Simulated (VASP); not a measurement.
## SnSe: single point with PBE

The system is SnSe.

```
Sn Se
1.0
     0.00000    3.01000    3.10030
     3.01000    0.00000    3.10030
     3.01000    3.01000    0.00000
Sn Se
1 1
Direct
  0.00000 0.00000 0.00000
  0.50000 0.50000 0.50000
```

This cell differs from its parent crystal: z stretched by +3 %, then relaxed in part.

| Quantity | Value |
| --- | --- |
| Program | VASP 6.6.1 |
| Task | single point |
| Functional | PBE |
| Potentials or basis | VASP PAW PBE potentials, release 64 (Sn_d, Se) |
| Cutoff | 500 eV |
| k mesh | 13 × 13 × 13 |
| Occupations | fermi-dirac, width 0.02 eV |
| Spin | no spin polarisation |
| Dipole correction | no |
| Further INCAR settings | ALGO = Normal; EDIFF = 1e-06; NBANDS = 17 |

```json
{
 "Pressure": "-0.3 GPa",
 "Band gap on the k mesh": "0.39 eV, indirect (least direct gap 0.48 eV)"
}
```

Stress tensor (GPa, compression positive):
```
 0.70  0.00  0.00
 0.00  0.70  0.00
 0.00  0.00 -2.30
```

Levels at points of the mesh, in eV from the valence-band top:
```csv
k point,band 6,band 7,band 8,band 9,band 10,band 11,band 12,band 13,band 14,band 15
"(0.00, 0.00, 0.00)",-13.68,-5.16,-2.20,-2.20,-1.93,3.77,4.43,4.43,5.75,5.97
```

It took 42 s on 1 thread of Intel(R) Xeon(R) 6975P-C (Granite Rapids) (shared host), peak memory 0.31 GiB.

Caveat: the cell differs from its parent crystal (z stretched by +3 %, then relaxed in part); spin-orbit coupling is left out, which moves the levels of the heavy elements. A k mesh can miss the band edges.
